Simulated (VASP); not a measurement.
Input of a VASP 6.6.1 run:

The input INCAR:

```
SYSTEM = SiO2
PREC = Accurate ; ENCUT = 520
EDIFF = 1E-6 ; ISMEAR = 0
SIGMA = 0.01 ; LREAL = .FALSE.
LASPH = .TRUE. ; NELM = 80
ALGO = Normal ; ISIF = 2
LWAVE = .FALSE. ; LCHARG = .FALSE.
NBANDS = 44
```

Contents of KPOINTS:

```
Automatic mesh
0
G
  5 5 4
  0 0 0
```

The input POSCAR:

```
SiO2
1.0
    4.9443203103      0.0000000000      0.0000000000
    0.0000000000      4.9443203103      0.0000000000
    0.0000000000      0.0000000000      6.8703614848
Si O
4 8
Direct
    0.3043353989      0.3043353989      0.0000000000
    0.1956646011      0.8043353989      0.2500000000
    0.6956646011      0.6956646011      0.5000000000
    0.8043353989      0.1956646011      0.7500000000
    0.2373297350      0.1132453321      0.1832894961
    0.3867546679      0.7373297350      0.4332894961
    0.7626702650      0.8867546679      0.6832894961
    0.6132453321      0.2626702650      0.9332894961
    0.7373297350      0.3867546679      0.5667105039
    0.8867546679      0.7626702650      0.3167105039
    0.2626702650      0.6132453321      0.0667105039
    0.1132453321      0.2373297350      0.8167105039
```

Potentials or basis: VASP PAW LDA potentials, release 64 (Si, O).

Command:

```console
$ cat potpaw_LDA.64/Si/POTCAR potpaw_LDA.64/O/POTCAR > POTCAR
$ mpirun -np 1 vasp_std > vasp.out
```

Question: Predict the pressure.

Answer: 0.6 GPa.

Question: What does it give for the band gap on the k mesh?

Answer: 5.55 eV.

Question: What does it give for the largest force?

Answer: 0.029 eV/Å.

Forces in eV/Å, atoms in the order of the input:
```
Si   0.020  0.020  0.000
Si  -0.020  0.020  0.000
Si  -0.020 -0.020  0.000
Si   0.020 -0.020  0.000
O   -0.003  0.018  0.020
O   -0.018 -0.003  0.020
O    0.003 -0.018  0.020
O    0.018  0.003  0.020
O   -0.003 -0.018 -0.020
O   -0.018  0.003 -0.020
O    0.003  0.018 -0.020
O    0.018 -0.003 -0.020
```

A k mesh can miss the band edges.
